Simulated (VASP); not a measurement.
Input of a VASP 6.6.1 run:

File INCAR:

```
SYSTEM = CaIr
ALGO = Normal
EDIFF = 1E-6
ENCUT = 400
GGA = PE
GGA_COMPAT = .False.
ISIF = 2
ISMEAR = -1
LASPH = .True.
LCHARG = .False.
LREAL = .False.
LWAVE = .False.
NBANDS = 48
NELM = 120
PREC = Accurate
SIGMA = 0.1
```

The input KPOINTS:

```
k-points
0
Gamma
  3 3 3
  0 0 0
```

The input POSCAR:

```
CaIr
1.0
    6.0065890000     -1.0660310000     -0.3507010000
   -0.4686360000      4.9683550000      0.2650100000
    0.7265470000      0.4833110000      5.6740460000
Ir Ca
4 4
Direct
    0.2210086864      0.6605575262      0.3890907154
    0.6429737845      0.8675989839      0.7484978343
    0.3369903831      0.3791258732      0.0938966157
    0.0264974089      0.0416301217      0.4353528803
    0.9527363121      0.3526049363      0.8105007861
    0.2270233387      0.8913959290      0.9000881341
    0.5122275522      0.3497986904      0.5690050035
    0.7570116392      0.6731621638      0.1792660888
```

Potentials or basis: VASP PAW PBE potentials, release 64 (Ir, Ca_sv).

Run with:

```console
$ cat potpaw_PBE.64/Ir/POTCAR potpaw_PBE.64/Ca_sv/POTCAR > POTCAR
$ mpirun -np 1 vasp_std > vasp.out
```

(1) Estimate the largest force.

(2) Estimate the pressure.

## Answers

(1) 2.540 eV/Å.

(2) 5.4 GPa.

Caveat: the k points lie up to 0.44 Å⁻¹ apart.
